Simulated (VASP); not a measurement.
# CsMg26O27 (a cell with a defect) in VASP: single point with PBE

Aim: the single point of CsMg26O27 (a cell with a defect) with PBE.

Program: VASP 6.6.1. These are calculated values, not measurements. Logs are shortened: lines on timing, memory, paths and dates and some standing lists are left out, and cuts for length are marked.

## 1. The cell of the first run

The cell holds a defect, 54 atoms: a = 8.946 Å, b = 8.946 Å, c = 8.946 Å, α = 60.00°, β = 60.00°, γ = 60.00°.

## 2. Single point, PBE

The input, INCAR:

```
SYSTEM = CsMg26O27
ALGO = Normal
EDIFF = 1E-6
ENCUT = 520
GGA = PE
ISIF = 2
ISMEAR = -1
LASPH = .True.
LCHARG = .True.
LELF = .True.
LREAL = Auto
LVHAR = .True.
LWAVE = .False.
NBANDS = 144
NELECT = 224.0
NELM = 60
PREC = Accurate
SIGMA = 0.01
```

The input, KPOINTS:

```
k-points
0
Gamma
  3 3 3
  0 0 0
```

The input, POSCAR:

```
CsMg26O27
1.0
    0.0000000000      6.3255000000      6.3255000000
    6.3255000000      0.0000000000      6.3255000000
    6.3255000000      6.3255000000      0.0000000000
Cs Mg O
1 26 27
Direct
    0.0000000000      0.0000000000      0.0000000000
    0.0000000000      0.0000000000      0.3361649203
    0.0000000000      0.0000000000      0.6638350797
    0.0000000000      0.3361649203      0.0000000000
   -0.0018729680      0.3339576560      0.3339576560
    0.0000000000      0.3361649203      0.6638350797
    0.0000000000      0.6638350797      0.0000000000
    0.0000000000      0.6638350797      0.3361649203
    0.0018729680      0.6660423440      0.6660423440
    0.3361649203      0.0000000000      0.0000000000
    0.3339576560     -0.0018729680      0.3339576560
    0.3361649203      0.0000000000      0.6638350797
    0.3339576560      0.3339576560     -0.0018729680
    0.3339576560      0.3339576560      0.3339576560
    0.3386387612      0.3386387612      0.6613612388
    0.3361649203      0.6638350797      0.0000000000
    0.3386387612      0.6613612388      0.3386387612
    0.3386387612      0.6613612388      0.6613612388
    0.6638350797      0.0000000000      0.0000000000
    0.6638350797      0.0000000000      0.3361649203
    0.6660423440      0.0018729680      0.6660423440
    0.6638350797      0.3361649203      0.0000000000
    0.6613612388      0.3386387612      0.3386387612
    0.6613612388      0.3386387612      0.6613612388
    0.6660423440      0.6660423440      0.0018729680
    0.6613612388      0.6613612388      0.3386387612
    0.6660423440      0.6660423440      0.6660423440
    0.1667802092      0.1667802092      0.1667802092
    0.1667802092      0.1667802092      0.4996593725
    0.1911739236      0.1911739236      0.8088260764
    0.1667802092      0.4996593725      0.1667802092
    0.1667831462      0.5000000000      0.5000000000
    0.1667831462      0.5000000000      0.8332168538
    0.1911739236      0.8088260764      0.1911739236
    0.1667831462      0.8332168538      0.5000000000
    0.1911739236      0.8088260764      0.8088260764
    0.4996593725      0.1667802092      0.1667802092
    0.5000000000      0.1667831462      0.5000000000
    0.5000000000      0.1667831462      0.8332168538
    0.5000000000      0.5000000000      0.1667831462
    0.5000000000      0.5000000000      0.5000000000
    0.5000000000      0.5000000000      0.8332168538
    0.5000000000      0.8332168538      0.1667831462
    0.5000000000      0.8332168538      0.5000000000
    0.5003406275      0.8332197908      0.8332197908
    0.8088260764      0.1911739236      0.1911739236
    0.8332168538      0.1667831462      0.5000000000
    0.8088260764      0.1911739236      0.8088260764
    0.8332168538      0.5000000000      0.1667831462
    0.8332168538      0.5000000000      0.5000000000
    0.8332197908      0.5003406275      0.8332197908
    0.8088260764      0.8088260764      0.1911739236
    0.8332197908      0.8332197908      0.5003406275
    0.8332197908      0.8332197908      0.8332197908
```

Potentials or basis: VASP PAW PBE potentials, release 64 (Cs_sv, Mg, O).

The run is started by

```sh
$ cat potpaw_PBE.64/Cs_sv/POTCAR potpaw_PBE.64/Mg/POTCAR potpaw_PBE.64/O/POTCAR > POTCAR
$ mpirun -np 1 vasp_std > vasp.out
```

OUTCAR:

```text
SYSTEM = CsMg26O27
   EDIFF = 1E-6
   ENCUT = 520
   GGA = PE
   ISIF = 2
   ISMEAR = -1
   LASPH = .True.
   LREAL = Auto
   NELECT = 224.0
   NELM = 60
   PREC = Accurate

 ion  position               nearest neighbor table
   1  0.000  0.000  0.000-  30 2.42  34 2.42  36 2.42  46 2.42  48 2.42  52 2.42  10 3.01  12 3.01
                            16 3.01  19 3.01  20 3.01  22 3.01   2 3.01   3 3.01   4 3.01   6 3.01
   2  0.000  0.000  0.336-  35 2.09  47 2.09  28 2.11  53 2.11  34 2.15  46 2.15   3 2.93   9 2.97
                            21 2.97  11 2.97   5 2.97  10 3.01   1 3.01  20 3.01   8 3.01   4 3.01
   3  0.000  0.000  0.664-  35 2.09  47 2.09  54 2.11  29 2.11  48 2.15  36 2.15   2 2.93   5 2.97
                            11 2.97   9 2.97  21 2.97   6 3.01  12 3.01  19 3.01   7 3.01   1 3.01
   4  0.000  0.336  0.000-  33 2.09  49 2.09  28 2.11  51 2.11  30 2.15  46 2.15   7 2.93   9 2.97
                            25 2.97  13 2.97   5 2.97  10 3.01   6 3.01  22 3.01   2 3.01   1 3.01
   5  0.998  0.334  0.334-  50 2.10  49 2.10  47 2.10  28 2.12  31 2.12  29 2.12   6 2.97   8 2.97
                             7 2.97   3 2.97   4 2.97   2 2.97  24 2.97  26 2.97  23 2.97  11 3.00
   6  0.000  0.336  0.664-  32 2.09  50 2.09  29 2.11  51 2.11  30 2.15  48 2.15   8 2.93   5 2.97
                             9 2.97  14 2.97  27 2.97  12 3.01   1 3.01  22 3.01   3 3.01   4 3.01
   7  0.000  0.664  0.000-  33 2.09  49 2.09  54 2.11  31 2.11  52 2.15  36 2.15   4 2.93   5 2.97
                            13 2.97   9 2.97  25 2.97   3 3.01  16 3.01  19 3.01   8 3.01   1 3.01
   8  0.000  0.664  0.336-  32 2.09  50 2.09  31 2.11  53 2.11  52 2.15  34 2.15   6 2.93   5 2.97
                             9 2.97  14 2.97  27 2.97   2 3.01  16 3.01  20 3.01   7 3.01   1 3.01
   9  0.002  0.666  0.666-  32 2.10  33 2.10  35 2.10  54 2.12  53 2.12  51 2.12   6 2.97   8 2.97
[... 62 lines left out ...]
  53  0.833  0.833  0.500-   8 2.11  20 2.11   2 2.11  27 2.12  21 2.12   9 2.12
  54  0.833  0.833  0.833-   3 2.11   7 2.11  19 2.11   9 2.12  21 2.12  25 2.12

  LATTYP: Found a face centered cubic cell.
 ALAT       =    12.6510000000

  Lattice vectors:

 A1 = (   0.0000000000,   6.3255000000,   6.3255000000)
 A2 = (   6.3255000000,   0.0000000000,   6.3255000000)
 A3 = (   6.3255000000,   6.3255000000,   0.0000000000)

Analysis of symmetry for initial positions (statically):
=====================================================================
 Subroutine PRICEL returns:
 Original cell was already a primitive cell.

 Routine SETGRP: Setting up the symmetry group for a
 face centered cubic supercell.

 Subroutine GETGRP returns: Found 48 space group operations
 (whereof 48 operations were pure point group operations)
 out of a pool of 48 trial point group operations.

The static configuration has the point symmetry O_h .

Analysis of symmetry for dynamics (positions and initial velocities):
=====================================================================
 Subroutine PRICEL returns:
 Original cell was already a primitive cell.

 Routine SETGRP: Setting up the symmetry group for a
 face centered cubic supercell.

 Subroutine GETGRP returns: Found 48 space group operations
 (whereof 48 operations were pure point group operations)
 out of a pool of 48 trial point group operations.

The dynamic configuration has the point symmetry O_h .

 Subroutine INISYM returns: Found 48 space group operations
 (whereof 48 operations are pure point group operations),
 and found     1 'primitive' translations

----------------------------------------------------------------------------------------

                                     Primitive cell

  volume of cell :     506.1912

  direct lattice vectors                    reciprocal lattice vectors
     0.000000000  6.325500000  6.325500000    -0.079045135  0.079045135  0.079045135
     6.325500000  0.000000000  6.325500000     0.079045135 -0.079045135  0.079045135
     6.325500000  6.325500000  0.000000000     0.079045135  0.079045135 -0.079045135

  length of vectors
     8.945607889  8.945607889  8.945607889     0.136910190  0.136910190  0.136910190

  position of ions in fractional coordinates (direct lattice)
     0.000000000  0.000000000  0.000000000
     0.000000000  0.000000000  0.336164920
     0.000000000  0.000000000  0.663835080
     0.000000000  0.336164920  0.000000000
     0.998127032  0.333957656  0.333957656
     0.000000000  0.336164920  0.663835080
[... 46 lines left out ...]
     0.833219791  0.833219791  0.500340628
     0.833219791  0.833219791  0.833219791

  ion indices of the primitive-cell ions
   primitive index   ion index
                 1           1
                 2           2
                 3           3
                 4           4
                 5           5
                 6           6
[... 46 lines left out ...]
                53          53
                54          54

----------------------------------------------------------------------------------------

 KPOINTS: k-points

Automatic generation of k-mesh.
 Grid dimensions read from file:
 generate k-points for:    3    3    3

 Generating k-lattice:

  Cartesian coordinates                     Fractional coordinates (reciprocal lattice)
    -0.026348378  0.026348378  0.026348378     0.333333333  0.000000000  0.000000000
     0.026348378 -0.026348378  0.026348378     0.000000000  0.333333333  0.000000000
     0.026348378  0.026348378 -0.026348378     0.000000000  0.000000000  0.333333333

  Length of vectors
     0.045636730  0.045636730  0.045636730

  Shift w.r.t. Gamma in fractional coordinates (k-lattice)
     0.000000000  0.000000000  0.000000000

 Subroutine IBZKPT returns following result:
 ===========================================

 Found      4 irreducible k-points:

 Following reciprocal coordinates:
            Coordinates               Weight
  0.000000  0.000000  0.000000      1.000000
  0.333333  0.000000  0.000000      8.000000
  0.333333  0.333333  0.000000      6.000000
 -0.333333  0.333333  0.000000     12.000000
   k-points           NKPTS =      4   k-points in BZ     NKDIM =      4   number of bands    NBANDS=    144
   number of dos      NEDOS =    301   number of ions     NIONS =     54
   total plane-waves  NPLWV = 343000
   dimension x,y,z NGX =    70 NGY =   70 NGZ =   70
   dimension x,y,z NGXF=   140 NGYF=  140 NGZF=  140
   ions per type =               1  26  27
   NGX,Y,Z   is equivalent  to a cutoff of  13.01, 13.01, 13.01 a.u.
   NGXF,Y,Z  is equivalent  to a cutoff of  26.02, 26.02, 26.02 a.u.
 SYSTEM =  CsMg26O27
   PREC   = accura    normal or accurate (medium, high low for compatibility)
   ISTART =      0    job   : 0-new  1-cont  2-samecut
   ICHARG =      2    charge: 1-file 2-atom 10-const
   ISPIN  =      1    spin polarized calculation?
   LNONCOLLINEAR =      F non collinear calculations
   LSORBIT =      F    spin-orbit coupling
   LASPH  =      T    aspherical Exc in radial PAW
   ENCUT  =  520.0 eV  38.22 Ry    6.18 a.u.  16.63 16.63 16.63*2*pi/ulx,y,z
   NELM   =     60;   NELMIN=  2; NELMDL= -5     # of ELM steps
   EDIFF  = 0.1E-05   stopping-criterion for ELM
   LREAL  =      T    real-space projection
   EDIFFG = 0.1E-04   stopping-criterion for IOM
   NSW    =      0    number of steps for IOM
   IBRION =     -1    ionic relax: 0-MD 1-quasi-New 2-CG
   NFREE  =      0    steps in history (QN), initial steepest desc. (CG)
   ISIF   =      2    stress and relaxation
   ISYM   =      2    0-nonsym 1-usesym 2-fastsym
   POTIM  = 0.5000    time-step for ionic-motion
   TEBEG  =    0.0;   TEEND  =   0.0 temperature during run
   PSTRESS=    0.0 pullay stress
   NELECT =     224.0000    total number of electrons
   NUPDOWN=      -1.0000    fix difference up-down
   EMIN   =  10.00;   EMAX   =-10.00  energy-range for DOS
   EFERMI =   0.00;   METHOD = LEGACY
   ISMEAR =    -1;   SIGMA  =   0.01  broadening in eV -4-tet -1-fermi 0-gaus
   EFERMI_NEDOS =   21; number of points for ismear=-14 and -15
   IALGO  =     38    algorithm
   IMIX   =      4    mixing-type and parameters
     AMIX     =   0.40;   BMIX     =  1.00
     AMIX_MAG =   1.60;   BMIX_MAG =  1.00
  volume/ion in A,a.u.               =       9.37        63.26
  Fermi-wavevector in a.u.,A,eV,Ry     =   1.247535  2.357499 21.175331  1.556343
  Thomas-Fermi vector in A             =   2.381662
   LORBIT       =      0    0 simple, 1 ext, 2 COOP (PROOUT), +10 PAW based schemes
   GGA     = PE    functional components
   LHFCALC =     F    Hartree Fock is set to
   AEXX    =    0.0000 exact exchange contribution
   IVDW    =     0    specifies the selected vdW correction
   LEPSILON=     F    determine dielectric tensor
   LRPA    =     F    only Hartree local field effects (RPA)
 non-spin polarized calculation
  energy-cutoff  :      520.00
  volume of cell :      506.19
 maximum number of plane-waves:     13666
 NGX is ok and might be reduce to    70
   NGX = 33   NGY = 33   NGZ = 33

 number of electron     223.9999994 magnetization

 Free energy of the ion-electron system (eV)
  ---------------------------------------------------
  ext. energy  EPLUGINS =         0.00000000
  ---------------------------------------------------
  free energy    TOTEN  =      -303.74739702 eV

  energy without entropy =     -303.74739702  energy(sigma->0) =     -303.74739702

 E-fermi :   5.0181     XC(G=0): -11.2264

 val. band max:        4.7097487985   @ k =  -0.3333   0.3333   0.0000
 cond. band min:       8.1908424227   @ k =   0.0000   0.0000   0.0000
 fundamental gap:      3.4810936242
 Fermi energy:         5.0181097317

 k-point     1 :       0.0000    0.0000    0.0000
  band No.  band energies     occupation
      1     -15.5290      2.00000
      2     -14.0171      2.00000
      3     -13.5468      2.00000
      4     -13.1430      2.00000
      5     -13.0445      2.00000
      6     -13.0445      2.00000
[... 497 lines left out ...]
    123      12.2699      0.00000
    124      12.3495      0.00000
 [bands above 124 left out]

------------------------ aborting loop because EDIFF is reached ----------------------------------------

  FORCE on cell =-STRESS in cart. coord.  units (eV):
  Direction    XX          YY          ZZ          XY          YZ          ZX
  --------------------------------------------------------------------------------------
  -------------------------------------------------------------------------------------
  Total       50.1987116     50.1987116     50.1987116     -0.0000000     -0.0000000      0.0000000
  in kB      158.8870776    158.8870776    158.8870776     -0.0000000     -0.0000000      0.0000000
  external PRESSURE =     158.8870776 kB  Pullay stress =       0.0000000 kB

 VOLUME and BASIS-vectors are now :
 -----------------------------------------------------------------------------
  energy-cutoff  :      520.00
  volume of cell :      506.19
      direct lattice vectors                 reciprocal lattice vectors
     0.000000000  6.325500000  6.325500000    -0.079045135  0.079045135  0.079045135
     6.325500000  0.000000000  6.325500000     0.079045135 -0.079045135  0.079045135
     6.325500000  6.325500000  0.000000000     0.079045135  0.079045135 -0.079045135

 POSITION                                       TOTAL-FORCE (eV/Angst)
 -----------------------------------------------------------------------------------
      0.00000      0.00000      0.00000        -0.000000     -0.000000     -0.000000
      2.12641      2.12641      0.00000         0.015073      0.015073     -0.000000
      4.19909      4.19909      0.00000        -0.015073     -0.015073     -0.000000
      2.12641      0.00000      2.12641         0.015073     -0.000000      0.015073
      4.22490      8.42610      8.42610         0.003208     -0.003208     -0.003208
      6.32550      4.19909      2.12641        -0.000000     -0.015073      0.015073
[... 46 lines left out ...]
      8.43544      8.43544     10.54106        -0.003478     -0.003478      0.003478
     10.54106     10.54106     10.54106         0.003478      0.003478      0.003478
 -----------------------------------------------------------------------------------
    total drift:                               -0.000000     -0.000000      0.000000

  FREE ENERGIE OF THE ION-ELECTRON SYSTEM (eV)
  ---------------------------------------------------
  free  energy   TOTEN  =      -303.7473970156 eV

  energy  without entropy=     -303.7473970156  energy(sigma->0) =     -303.74739702
```

Wall time 22 min (1 thread of Intel Xeon Platinum 8375C at 2.90GHz (Ice Lake), shared host); peak memory 0.79 GiB.

What came out:

```
Free energy   : -303.7474 eV
Largest force : 0.098 eV/Å
```

Forces in eV/Å, atoms in the order of the input:
```
Cs   0.000  0.000  0.000
Mg   0.015  0.015  0.000
Mg  -0.015 -0.015  0.000
Mg   0.015  0.000  0.015
Mg   0.003 -0.003 -0.003
Mg   0.000 -0.015  0.015
Mg  -0.015  0.000 -0.015
Mg   0.000  0.015 -0.015
Mg  -0.003  0.003  0.003
Mg   0.000  0.015  0.015
Mg  -0.003  0.003 -0.003
Mg  -0.015  0.000  0.015
Mg  -0.003 -0.003  0.003
Mg   0.003  0.003  0.003
Mg   0.000  0.000 -0.023
Mg  -0.015  0.015  0.000
Mg   0.000 -0.023  0.000
Mg   0.023  0.000  0.000
Mg   0.000 -0.015 -0.015
Mg   0.015  0.000 -0.015
Mg   0.003 -0.003  0.003
Mg   0.015 -0.015  0.000
Mg  -0.023  0.000  0.000
Mg   0.000  0.023  0.000
Mg   0.003  0.003 -0.003
Mg   0.000  0.000  0.023
Mg  -0.003 -0.003 -0.003
O   -0.003 -0.003 -0.003
O    0.003  0.003 -0.003
O    0.000  0.000  0.098
O    0.003 -0.003  0.003
O    0.000  0.004  0.004
O   -0.004  0.000  0.004
O    0.000  0.098  0.000
O   -0.004  0.004  0.000
O   -0.098  0.000  0.000
O   -0.003  0.003  0.003
O    0.004  0.000  0.004
O    0.000 -0.004  0.004
O    0.004  0.004  0.000
O    0.000  0.000  0.000
O   -0.004 -0.004  0.000
O    0.000  0.004 -0.004
O   -0.004  0.000 -0.004
O    0.003 -0.003 -0.003
O    0.098  0.000  0.000
O    0.004 -0.004  0.000
O    0.000 -0.098  0.000
O    0.004  0.000 -0.004
O    0.000 -0.004 -0.004
O   -0.003  0.003 -0.003
O    0.000  0.000 -0.098
O   -0.003 -0.003  0.003
O    0.003  0.003  0.003
```

Caveat: the cell carries a net charge on a neutralising background, which shifts energy and pressure; the cell is charged against a uniform background, so pressure and absolute levels hang on convention; spin-orbit coupling is left out, which moves the levels of the heavy elements.
